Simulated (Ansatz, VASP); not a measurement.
**Ge15Pt in VASP and in Ansatz**

File INCAR:

```
PREC     = Accurate       # precision mode
ENCUT    = 520            # plane-wave cutoff, eV
EDIFF    = 1E-7           # SCF threshold, eV
ISMEAR   = 0              # smearing method
SIGMA    = 0.05           # smearing width, eV
LREAL    = Auto         
LASPH    = True           # aspherical terms in the spheres
NELM     = 150            # most SCF steps
ALGO     = Normal         # electronic algorithm
ISIF     = 2              # what is computed and relaxed
LWAVE    = False          # write WAVECAR
LCHARG   = True           # write CHGCAR
ISPIN    = 2              # spin polarisation
MAGMOM   = 0 0 0 0 0 0 0 0 0 0 0 0 0 0 0 0 # initial moments
LORBIT   = 11             # projections on sites
LMAXMIX  = 4              # l up to which the mixer works
GGA      = PS             # functional
LELF     = True           # ELF
LVHAR    = True         
NBANDS   = 128            # bands
```

File KPOINTS:

```
regular mesh
0
Gamma
  3 3 3
```

File POSCAR:

```
Ge15Pt
1.0
    0.0000000000      5.6575400000      5.6575400000
    5.6575400000      0.0000000000      5.6575400000
    5.6575400000      5.6575400000      0.0000000000
Pt Ge
1 15
Direct
    1.0000000000      0.0000000000      0.0000000000
    0.0002878560      0.0002878560      0.4997121440
    0.0002878560      0.4997121440      0.0002878560
    0.0002878560      0.4997121440      0.4997121440
    0.4997121440      0.0002878560      0.0002878560
    0.4997121440      0.0002878560      0.4997121440
    0.4997121440      0.4997121440      0.0002878560
    0.5000000000      0.5000000000      0.5000000000
    0.1226655573      0.1226655573      0.1226655573
    0.1226655573      0.1226655573      0.6320033282
    0.1226655573      0.6320033282      0.1226655573
    0.1236602478      0.6254465841      0.6254465841
    0.6320033282      0.1226655573      0.1226655573
    0.6254465841      0.1236602478      0.6254465841
    0.6254465841      0.6254465841      0.1236602478
    0.6254465841      0.6254465841      0.6254465841
```

Input for Ansatz:

```yaml
crystal:
  lattice:
    - [0.0, 5.65754, 5.65754]
    - [5.65754, 0.0, 5.65754]
    - [5.65754, 5.65754, 0.0]
  atoms:
    - { symbol: Pt, position: [1.0, 0.0, 0.0], spin: 2.0 }
    - { symbol: Ge, position: [0.000287856, 0.000287856, 0.499712144] }
    - { symbol: Ge, position: [0.000287856, 0.499712144, 0.000287856] }
    - { symbol: Ge, position: [0.000287856, 0.499712144, 0.499712144] }
    - { symbol: Ge, position: [0.499712144, 0.000287856, 0.000287856] }
    - { symbol: Ge, position: [0.499712144, 0.000287856, 0.499712144] }
    - { symbol: Ge, position: [0.499712144, 0.499712144, 0.000287856] }
    - { symbol: Ge, position: [0.5, 0.5, 0.5] }
    - { symbol: Ge, position: [0.1226655573, 0.1226655573, 0.1226655573] }
    - { symbol: Ge, position: [0.1226655573, 0.1226655573, 0.6320033282] }
    - { symbol: Ge, position: [0.1226655573, 0.6320033282, 0.1226655573] }
    - { symbol: Ge, position: [0.1236602478, 0.6254465841, 0.6254465841] }
    - { symbol: Ge, position: [0.6320033282, 0.1226655573, 0.1226655573] }
    - { symbol: Ge, position: [0.6254465841, 0.1236602478, 0.6254465841] }
    - { symbol: Ge, position: [0.6254465841, 0.6254465841, 0.1236602478] }
    - { symbol: Ge, position: [0.6254465841, 0.6254465841, 0.6254465841] }
basis:
  ecutwfc: 420
  ecutrho_ratio: 4
kpoints:
  mp_grid: { grid: [3, 3, 3] }
hamiltonian:
  xc: pbesol
scf:
  occupations: { method: gaussian, width: 0.05 }
  lower_state_search: "off"
  max_iter: 150
output:
  forces: true
  stress: true
  eigenvalues: true
  populations: true
  hubbard: { sites: [{ site: 0, l: d }] }
magnetization:
  spin_polarized: true
  initial_magnetization: 2.0
  spin_locking: { lock_magnetization: soft, n_iters: 6 }
```

Alike in both runs: task single point; functional PBEsol; k mesh 3 × 3 × 3; occupations gaussian, width 0.05 eV; collinear spin.

|  | VASP | Ansatz |
| --- | --- | --- |
| version | VASP 6.6.1 | Ansatz 0.2.0 |
| potentials or method | VASP PAW PBE potentials, release 64 (Pt, Ge_d), cutoff 520 eV | scalar-relativistic, plane waves, PAW |
| valence electrons in the cell | 220 | 228 |

Ansatz gave:

- gap on the k mesh at the Fermi level (eV): none
- pressure (GPa): 0.4
- rms of the force components (eV/Å): 0.030
- net moment per atom (μB): 0.00

Problem. What did VASP give for the same quantities?

Solution. gap on the k mesh at the Fermi level (eV): none; pressure (GPa): 0.3; rms of the force components (eV/Å): 0.028; net moment per atom (μB): 0.00.

VASP's potentials were made for PBE, not for PBEsol. Atom by atom the forces differ by 0.003 eV/Å (rms over components). A gap of «none» marks a metal or a gap that the smearing closes. VASP's potentials hold 220 valence electrons a cell and Ansatz's 228, so a difference there can come from the potentials and not from the codes. Ansatz's warnings: seeded moment not kept, stress scf threshold loose.

Spin-orbit coupling is off throughout.
